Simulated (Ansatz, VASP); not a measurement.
**LiF: VASP beside Ansatz**

Contents of POSCAR:

```
LiF
1.0
    0.0000000000      1.9948717393      1.9948717393
    1.9948717393      0.0000000000      1.9948717393
    1.9948717393      1.9948717393      0.0000000000
Li F
1 1
Direct
    0.0000000000      0.0000000000      0.0000000000
    0.5000000000      0.5000000000      0.5000000000
```

INCAR.step1

```
ALGO = Normal ; EDIFF = 1E-4
ENCUT = 520 ; GGA = PE
ISMEAR = 0 ; LASPH = T
LCHARG = F ; LREAL = F
LWAVE = T ; NBANDS = 12
NELM = 80 ; PREC = Accurate
SIGMA = 0.01
```

INCAR.step2

```
ALGO = Normal ; EDIFF = 1E-6
ENCUT = 520 ; ISIF = 2
ISMEAR = 0 ; ISTART = 1
LASPH = T ; LCHARG = T
LELF = T ; LMIXTAU = T
LREAL = F ; LVHAR = T
LWAVE = F ; METAGGA = R2SCAN
NBANDS = 12 ; NELM = 80
PREC = Accurate ; SIGMA = 0.01
```

KPOINTS

```
k-points
0
Gamma
  10 10 10
```

Input for Ansatz:

```yaml
crystal:
  lattice:
    - [0.0, 1.9948717393, 1.9948717393]
    - [1.9948717393, 0.0, 1.9948717393]
    - [1.9948717393, 1.9948717393, 0.0]
  atoms:
    - { symbol: Li, position: [0.0, 0.0, 0.0] }
    - { symbol: F, position: [0.5, 0.5, 0.5] }
kpoints:
  mp_grid: { grid: [10, 10, 10] }
  band_path:
    path:
      - [0.0, 0.0, 0.0]
      - [0.5, 0.0, 0.5]
      - [0.625, 0.25, 0.625]
      - [0.375, 0.375, 0.75]
      - [0.5, 0.5, 0.5]
      - [0.5, 0.25, 0.75]
      - [0.0375, 0.0375, 0.075]
    npoints: 1
hamiltonian:
  xc: r2scan
scf:
  occupations: { method: fixed }
  n_extra_bands: 4
output:
  forces: true
  stress: true
  eigenvalues: true
```

Alike in both runs: task single point; functional r2SCAN; k mesh 10 × 10 × 10; no spin polarisation.

|  | VASP | Ansatz |
| --- | --- | --- |
| version | VASP 6.6.1 | Ansatz 0.2.0 |
| potentials or method | VASP PAW PBE potentials, release 64 (Li_sv, F) | plane waves, PAW |
| plane-wave cutoff (eV) | 520 | 500 |
| occupations | gaussian, width 0.01 eV | fixed |
| valence electrons in the cell | 10 | 10 |

```tsv
	VASP	Ansatz	Ansatz less VASP
gap on the k mesh at the Fermi level (eV)	10.55	10.33	-0.223
```

VASP's potentials were made for PBE, not for r2SCAN.

Noted on VASP's run: the cutoff is short for stress, so the pressure is rough.
